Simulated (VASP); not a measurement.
# CoO (R3m) in VASP: settings compared

CoO is run at these levels: PBEsol, LDA; tasks: single point.

Everything below comes from runs of VASP 6.6.1. Logs are shortened: lines on timing, memory, paths and dates and some standing lists are left out, and cuts for length are marked.

## 1. The cell of the first run

Symmetry: R3m, No. 160, trigonal system. The conventional cell has a = 3.139 Å, b = 3.139 Å, c = 7.542 Å, α = 90.00°, β = 90.00°, γ = 120.00°. Within 2.5 Å of Co (site symmetry 3m) lie 4 O at 1.87 to 1.92 Å. O (site symmetry 3m) has 4 Co at 1.87 to 1.92 Å within 2.5 Å.

## 2. Single point, PBEsol, collinear spin, ferromagnetic start (10.73 Å³/atom)

The input, INCAR:

```
SYSTEM = CoO
  ALGO = Normal
  EDIFF = 1E-6
  ENCUT = 520
  GGA = PS
  ISIF = 2
  ISMEAR = -1
  ISPIN = 2
  LASPH = .True.
  LCHARG = .False.
  LMAXMIX = 4
  LORBIT = 11
  LREAL = .False.
  LWAVE = .False.
  MAGMOM = 2 0
  NBANDS = 18
  NELM = 150
  PREC = Accurate
  SIGMA = 0.05
```

The input, KPOINTS:

```
k-points
0
Gamma
  10 10 10
  0 0 0
```

The input, POSCAR:

```
CoO
1.0
    1.5695123000      0.9061583489      2.5140792326
   -1.5695123000      0.9061583489      2.5140792326
    0.0000000000     -1.8123166978      2.5140792326
Co O
1 1
Direct
    0.9989783200      0.9989783200      0.9989783200
    0.7510210300      0.7510210300      0.7510210300
```

Potentials or basis: VASP PAW PBE potentials, release 64 (Co, O).

The run is started by

```bash
> cat potpaw_PBE.64/Co/POTCAR potpaw_PBE.64/O/POTCAR > POTCAR
> mpirun -np 1 vasp_std > vasp.out
```

OUTCAR:

```text
SYSTEM = CoO
   EDIFF = 1E-6
   ENCUT = 520
   GGA = PS
   ISIF = 2
   ISMEAR = -1
   ISPIN = 2
   LASPH = .True.
   LORBIT = 11
   LREAL = .False.
   NELM = 150
   PREC = Accurate

 ion  position               nearest neighbor table
   1  0.999  0.999  0.999-   2 1.87   2 1.92   2 1.92   2 1.92
   2  0.751  0.751  0.751-   1 1.87   1 1.92   1 1.92   1 1.92

  LATTYP: Found a trigonal (rhomboedric) cell.
 ALAT       =     3.0992073504
 COS(alpha) =     0.4870699110

  Lattice vectors:

 A1 = (   1.5695123000,   0.9061583489,   2.5140792326)
 A2 = (  -1.5695123000,   0.9061583489,   2.5140792326)
 A3 = (   0.0000000000,  -1.8123166978,   2.5140792326)

Analysis of symmetry for initial positions (statically):
=====================================================================
 Subroutine PRICEL returns:
 Original cell was already a primitive cell.

 Routine SETGRP: Setting up the symmetry group for a
 trigonal (rhombohedral) supercell.

 Subroutine GETGRP returns: Found  6 space group operations
 (whereof  6 operations were pure point group operations)
 out of a pool of 12 trial point group operations.

The static configuration has the point symmetry C_3v.

Analysis of symmetry for dynamics (positions and initial velocities):
=====================================================================
 Subroutine PRICEL returns:
 Original cell was already a primitive cell.

 Routine SETGRP: Setting up the symmetry group for a
 trigonal (rhombohedral) supercell.

 Subroutine GETGRP returns: Found  6 space group operations
 (whereof  6 operations were pure point group operations)
 out of a pool of 12 trial point group operations.

The dynamic configuration has the point symmetry C_3v.

Analysis of structural, dynamic, and magnetic symmetry:
=====================================================================
 Subroutine PRICEL returns:
 Original cell was already a primitive cell.

 Routine SETGRP: Setting up the symmetry group for a
 trigonal (rhombohedral) supercell.

 Subroutine GETGRP returns: Found  6 space group operations
 (whereof  6 operations were pure point group operations)
 out of a pool of 12 trial point group operations.

The overall configuration has the point symmetry C_3v.

 Subroutine INISYM returns: Found  6 space group operations
 (whereof  6 operations are pure point group operations),
 and found     1 'primitive' translations

----------------------------------------------------------------------------------------

                                     Primitive cell

  volume of cell :      21.4535

  direct lattice vectors                    reciprocal lattice vectors
     1.569512300  0.906158349  2.514079233     0.318570297  0.183926647  0.132586646
    -1.569512300  0.906158349  2.514079233    -0.318570297  0.183926647  0.132586646
     0.000000000 -1.812316698  2.514079233     0.000000000 -0.367853294  0.132586646

  length of vectors
     3.099207350  3.099207350  3.099207350     0.391018241  0.391018241  0.391018241

  position of ions in fractional coordinates (direct lattice)
     0.998978320  0.998978320  0.998978320
     0.751021030  0.751021030  0.751021030

  ion indices of the primitive-cell ions
   primitive index   ion index
                 1           1
                 2           2

----------------------------------------------------------------------------------------

 KPOINTS: k-points

Automatic generation of k-mesh.
 Grid dimensions read from file:
 generate k-points for:   10   10   10

 Generating k-lattice:

  Cartesian coordinates                     Fractional coordinates (reciprocal lattice)
     0.031857030  0.018392665  0.013258665     0.100000000 -0.000000000  0.000000000
    -0.031857030  0.018392665  0.013258665    -0.000000000  0.100000000  0.000000000
     0.000000000 -0.036785329  0.013258665     0.000000000  0.000000000  0.100000000

  Length of vectors
     0.039101824  0.039101824  0.039101824

  Shift w.r.t. Gamma in fractional coordinates (k-lattice)
     0.000000000  0.000000000  0.000000000

 Subroutine IBZKPT returns following result:
 ===========================================

 Found    116 irreducible k-points:

 Following reciprocal coordinates:
            Coordinates               Weight
  0.000000  0.000000  0.000000      1.000000
  0.100000  0.000000  0.000000      6.000000
  0.200000  0.000000  0.000000      6.000000
  0.300000  0.000000  0.000000      6.000000
  0.400000 -0.000000  0.000000      6.000000
  0.500000  0.000000 -0.000000      3.000000
[... 16 lines left out ...]
  0.300000  0.300000  0.000000      6.000000
  0.400000  0.300000  0.000000     12.000000
 [... further k-points ...]
   k-points           NKPTS =    116   k-points in BZ     NKDIM =    116   number of bands    NBANDS=     18
   number of dos      NEDOS =    301   number of ions     NIONS =      2
   total plane-waves  NPLWV =  13824
   dimension x,y,z NGX =    24 NGY =   24 NGZ =   24
   dimension x,y,z NGXF=    48 NGYF=   48 NGZF=   48
   ions per type =               1   1
   NGX,Y,Z   is equivalent  to a cutoff of  12.87, 12.87, 12.87 a.u.
   NGXF,Y,Z  is equivalent  to a cutoff of  25.75, 25.75, 25.75 a.u.
 SYSTEM =  CoO
   PREC   = accura    normal or accurate (medium, high low for compatibility)
   ISTART =      0    job   : 0-new  1-cont  2-samecut
   ICHARG =      2    charge: 1-file 2-atom 10-const
   ISPIN  =      2    spin polarized calculation?
   LNONCOLLINEAR =      F non collinear calculations
   LSORBIT =      F    spin-orbit coupling
   LASPH  =      T    aspherical Exc in radial PAW
   ENCUT  =  520.0 eV  38.22 Ry    6.18 a.u.   5.76  5.76  5.76*2*pi/ulx,y,z
   NELM   =    150;   NELMIN=  2; NELMDL= -5     # of ELM steps
   EDIFF  = 0.1E-05   stopping-criterion for ELM
   LREAL  =      F    real-space projection
[... 7 lines left out ...]
   TEBEG  =    0.0;   TEEND  =   0.0 temperature during run
   PSTRESS=    0.0 pullay stress
   NELECT =      15.0000    total number of electrons
   NUPDOWN=      -1.0000    fix difference up-down
   EMIN   =  10.00;   EMAX   =-10.00  energy-range for DOS
   EFERMI =   0.00;   METHOD = LEGACY
   ISMEAR =    -1;   SIGMA  =   0.05  broadening in eV -4-tet -1-fermi 0-gaus
   EFERMI_NEDOS =   21; number of points for ismear=-14 and -15
   IALGO  =     38    algorithm
   IMIX   =      4    mixing-type and parameters
     AMIX     =   0.40;   BMIX     =  1.00
     AMIX_MAG =   1.60;   BMIX_MAG =  1.00
  volume/ion in A,a.u.               =      10.73        72.39
  Fermi-wavevector in a.u.,A,eV,Ry     =   1.453022  2.745814 28.725619  2.111273
  Thomas-Fermi vector in A             =   2.570337
   LORBIT       =     11    0 simple, 1 ext, 2 COOP (PROOUT), +10 PAW based schemes
   GGA     = PS    functional components
   LHFCALC =     F    Hartree Fock is set to
   AEXX    =    0.0000 exact exchange contribution
   IVDW    =     0    specifies the selected vdW correction
   LEPSILON=     F    determine dielectric tensor
   LRPA    =     F    only Hartree local field effects (RPA)
 spin polarized calculation
  energy-cutoff  :      520.00
  volume of cell :       21.45
 maximum number of plane-waves:       588
   NGX = 11   NGY = 11   NGZ = 11

 number of electron      14.9999993 magnetization       2.3564426

 Free energy of the ion-electron system (eV)
  ---------------------------------------------------
  ext. energy  EPLUGINS =         0.00000000
  ---------------------------------------------------
  free energy    TOTEN  =       -14.26937211 eV

  energy without entropy =      -14.24675712  energy(sigma->0) =      -14.25806462

 E-fermi :   6.5807     XC(G=0): -11.8444

 val. band max:        6.5766410097   @ k =   0.5000   0.3000   0.0000
 cond. band min:       6.5833904856   @ k =   0.3000   0.1000   0.0000
 fundamental gap:      0.0067494759
 Fermi energy:         6.5806932190

 spin component 1

 k-point     1 :       0.0000    0.0000    0.0000
  band No.  band energies     occupation
      1     -13.8997      1.00000
      2       0.0316      1.00000
      3       0.0851      1.00000
      4       0.0851      1.00000
      5       4.4558      1.00000
      6       4.4558      1.00000
[... 10 lines left out ...]
     17      27.6816      0.00000
     18      30.0001      0.00000

 k-point     2 :       0.1000    0.0000    0.0000
  band No.  band energies     occupation
      1     -13.8344      1.00000
      2      -0.0857      1.00000
      3       0.0817      1.00000
      4       0.1224      1.00000
      5       4.4305      1.00000
      6       4.4333      1.00000
[... 10 lines left out ...]
     17      29.5903      0.00000
     18      31.1302      0.00000

 k-point     3 :       0.2000    0.0000    0.0000
  band No.  band energies     occupation
      1     -13.6605      1.00000
      2      -0.4247      1.00000
      3       0.1843      1.00000
      4       0.2165      1.00000
      5       4.3911      1.00000
      6       4.3991      1.00000
[... 10 lines left out ...]
     17      32.3689      0.00000
     18      33.0365      0.00000

 k-point     4 :       0.3000    0.0000    0.0000
  band No.  band energies     occupation
      1     -13.4404      1.00000
      2      -0.7181      1.00000
      3       0.3055      1.00000
      4       0.3233      1.00000
      5       4.4072      1.00000
      6       4.4167      1.00000
[... 375 lines left out ...]
      4       0.3863      1.00000
      5       4.2057      1.00000
      6       4.5524      1.00000
[... 10 lines left out ...]
     17      31.4144      0.00000
     18      34.2489      0.00000

 k-point    23 :       0.3000    0.3000    0.0000
  band No.  band energies     occupation
      1     -13.2872      1.00000
      2      -0.9160      1.00000
      3       0.5497      1.00000
      4       0.5979      1.00000
      5       3.7451      1.00000
      6       4.6927      1.00000
[... 10 lines left out ...]
     17      34.0543      0.00000
     18      34.2630      0.00000

 k-point    24 :       0.4000    0.3000    0.0000
  band No.  band energies     occupation
      1     -13.1465      1.00000
      2      -0.9469      1.00000
      3       0.6752      1.00000
      4       0.6881      1.00000
      5       3.6896      1.00000
      6       4.7179      1.00000
[... 10 lines left out ...]
     17      34.0954      0.00000
     18      36.0893      0.00000

 [... further k-points ...]

 spin component 2

 k-point     1 :       0.0000    0.0000    0.0000
  band No.  band energies     occupation
      1     -13.4667      1.00000
      2       1.0005      1.00000
      3       1.0851      1.00000
      4       1.0851      1.00000
      5       6.0121      0.99999
      6       6.0121      0.99999
[... 10 lines left out ...]
     17      28.1056      0.00000
     18      30.4102      0.00000

 k-point     2 :       0.1000    0.0000    0.0000
  band No.  band energies     occupation
      1     -13.3990      1.00000
      2       0.8356      1.00000
      3       1.0469      1.00000
      4       1.1128      1.00000
      5       5.9933      0.99999
      6       5.9941      0.99999
[... 10 lines left out ...]
     17      29.9137      0.00000
     18      31.5597      0.00000

 k-point     3 :       0.2000    0.0000    0.0000
  band No.  band energies     occupation
      1     -13.2183      1.00000
      2       0.3436      1.00000
      3       1.1222      1.00000
      4       1.1800      1.00000
      5       5.9764      0.99999
      6       5.9780      0.99999
[... 10 lines left out ...]
     17      32.7224      0.00000
     18      33.4774      0.00000

 k-point     4 :       0.3000    0.0000    0.0000
  band No.  band energies     occupation
      1     -12.9884      1.00000
      2      -0.1141      1.00000
      3       1.2083      1.00000
      4       1.2506      1.00000
      5       6.0292      0.99998
      6       6.0324      0.99998
[... 375 lines left out ...]
      4       1.2854      1.00000
      5       5.8462      1.00000
      6       6.1972      0.99953
[... 10 lines left out ...]
     17      31.7420      0.00000
     18      34.6274      0.00000

 k-point    23 :       0.3000    0.3000    0.0000
  band No.  band energies     occupation
      1     -12.8290      1.00000
      2      -0.2801      1.00000
      3       1.3616      1.00000
      4       1.4088      1.00000
      5       5.4079      1.00000
      6       6.2878      0.99715
[... 10 lines left out ...]
     17      34.4946      0.00000
     18      34.6830      0.00000

 k-point    24 :       0.4000    0.3000    0.0000
  band No.  band energies     occupation
      1     -12.6813      1.00000
      2      -0.3740      1.00000
      3       1.4101      1.00000
      4       1.4469      1.00000
      5       5.4093      1.00000
      6       6.3423      0.99157
[... 10 lines left out ...]
     17      34.4947      0.00000
     18      36.5218      0.00000

 [... further k-points ...]

------------------------ aborting loop because EDIFF is reached ----------------------------------------

  FORCE on cell =-STRESS in cart. coord.  units (eV):
  Direction    XX          YY          ZZ          XY          YZ          ZX
  --------------------------------------------------------------------------------------
  -------------------------------------------------------------------------------------
  Total       -0.5916669     -0.5916669      0.2001397      0.0000000      0.0000000      0.0000000
  in kB      -44.1864233    -44.1864233     14.9466815      0.0000000      0.0000000      0.0000000
  external PRESSURE =     -24.4753884 kB  Pullay stress =       0.0000000 kB

 VOLUME and BASIS-vectors are now :
 -----------------------------------------------------------------------------
  energy-cutoff  :      520.00
  volume of cell :       21.45
      direct lattice vectors                 reciprocal lattice vectors
     1.569512300  0.906158349  2.514079233     0.318570297  0.183926647  0.132586646
    -1.569512300  0.906158349  2.514079233    -0.318570297  0.183926647  0.132586646
     0.000000000 -1.812316698  2.514079233     0.000000000 -0.367853294  0.132586646

 POSITION                                       TOTAL-FORCE (eV/Angst)
 -----------------------------------------------------------------------------------
      0.00000      0.00000      7.53453         0.000000      0.000000      0.289279
      0.00000      0.00000      5.66438         0.000000      0.000000     -0.289279
 -----------------------------------------------------------------------------------
    total drift:                                0.000000      0.000000      0.000145

  FREE ENERGIE OF THE ION-ELECTRON SYSTEM (eV)
  ---------------------------------------------------
  free  energy   TOTEN  =       -14.2693721110 eV

  energy  without entropy=      -14.2467571235  energy(sigma->0) =      -14.25806462

 total charge

# of ion       s       p       d       tot
------------------------------------------
    1        0.369   0.507   7.274   8.150
    2        1.549   3.432   0.000   4.981
--------------------------------------------------
tot          1.918   3.938   7.274  13.131

 magnetization (x)

# of ion       s       p       d       tot
------------------------------------------
    1        0.014   0.049   1.994   2.056
    2        0.019   0.219   0.000   0.238
--------------------------------------------------
tot          0.033   0.268   1.994   2.294
```

Wall time 1.8 min (1 thread of Intel Xeon 8259CL, shared host); peak memory 0.2 GiB.

What came out:

```yaml
Free_energy: -14.2694 eV
Pressure: -2.4 GPa
Largest_force: 0.289 eV/Å
Net_moment: 2.36 μB per cell
Site_moments: Co +2.06; O +0.24 μB
Valence_electrons_inside_the_program's_atomic_spheres: Co 8.15; O 4.98
```

Forces in eV/Å, atoms in the order of the input:
```
Co   0.000  0.000  0.289
O    0.000  0.000 -0.289
```

Stress tensor (GPa, compression positive):
```
-4.42  0.00  0.00
 0.00 -4.42  0.00
 0.00  0.00  1.49
```

Caveat: the PAW data sets were made with another functional, which shifts forces and pressure a little; a cell with one magnetic atom can't hold antiferromagnetic order, which such compounds often take; semilocal functionals often make such compounds metallic where correlation or magnetic order opens a gap, which also shifts bond lengths.

[end of part 1 of 3]
